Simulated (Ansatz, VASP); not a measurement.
## One calculation of InSe2, two programs

File INCAR:

```
PREC     = Accurate       # precision mode
ENCUT    = 520            # plane-wave cutoff, eV
EDIFF    = 1E-7           # SCF threshold, eV
ISMEAR   = -1             # smearing method
SIGMA    = 0.2            # smearing width, eV
LREAL    = F              # projectors in reciprocal space
LASPH    = T              # aspherical terms in the spheres
NELM     = 100            # most SCF steps
ALGO     = Normal         # electronic algorithm
ISIF     = 2              # what is computed and relaxed
LWAVE    = F              # write WAVECAR
LCHARG   = F              # write CHGCAR
GGA      = PS             # functional
NBANDS   = 34             # bands
```

The input KPOINTS:

```
Automatic mesh
0
Gamma
  10 10 4
```

Contents of POSCAR:

```
InSe2
1.0
    3.8948930000      0.0000000000      0.0000000000
    0.0000000000      3.8948930000      0.0000000000
    0.0000000000      0.0000000000      9.6262310000
In Se
2 4
Direct
    0.0000000000      0.5000000000      0.7064680000
    0.5000000000      0.0000000000      0.2935320000
    0.0000000000      0.5000000000      0.3662120000
    0.5000000000      0.0000000000      0.6337880000
    0.0000000000      0.0000000000      0.0000000000
    0.5000000000      0.5000000000      0.0000000000
```

Input for Ansatz:

```yaml
crystal:
  lattice:
    - [3.894893, 0.0, 0.0]
    - [0.0, 3.894893, 0.0]
    - [0.0, 0.0, 9.626231]
  atoms:
    - { symbol: In, position: [0.0, 0.5, 0.706468] }
    - { symbol: In, position: [0.5, 0.0, 0.293532] }
    - { symbol: Se, position: [0.0, 0.5, 0.366212] }
    - { symbol: Se, position: [0.5, 0.0, 0.633788] }
    - { symbol: Se, position: [0.0, 0.0, 0.0] }
    - { symbol: Se, position: [0.5, 0.5, 0.0] }
basis:
  ecutwfc: 420
kpoints:
  mp_grid: { grid: [10, 10, 4] }
hamiltonian:
  xc: pbesol
scf:
  occupations: { method: fermi_dirac, width: 0.2 }
output:
  forces: true
  stress: true
  eigenvalues: true
```

Alike in both runs: task single point; functional PBEsol; k mesh 10 × 10 × 4; occupations fermi-dirac, width 0.2 eV; no spin polarisation.

|  | VASP | Ansatz |
| --- | --- | --- |
| version | VASP 6.6.1 | Ansatz 0.2.0 |
| potentials or method | VASP PAW PBE potentials, release 64 (In_d, Se), cutoff 520 eV | scalar-relativistic, plane waves, PAW |
| valence electrons in the cell | 50 | 90 |

```csv
,VASP,Ansatz,Ansatz less VASP
gap on the k mesh at the Fermi level (eV),none,none,-
pressure (GPa),-3.1,-3.1,-0.06
"traceless stress, the component that is largest in VASP (GPa)",0.99,1.03,+0.039
rms of the force components (eV/Å),0.042,0.043,+0.0008
```

VASP's potentials were made for PBE, not for PBEsol. Atom by atom the forces differ by 0.001 eV/Å (rms over components). A gap of «none» marks a metal or a gap that the smearing closes. VASP's potentials hold 50 valence electrons a cell and Ansatz's 90, so a difference there can come from the potentials and not from the codes.
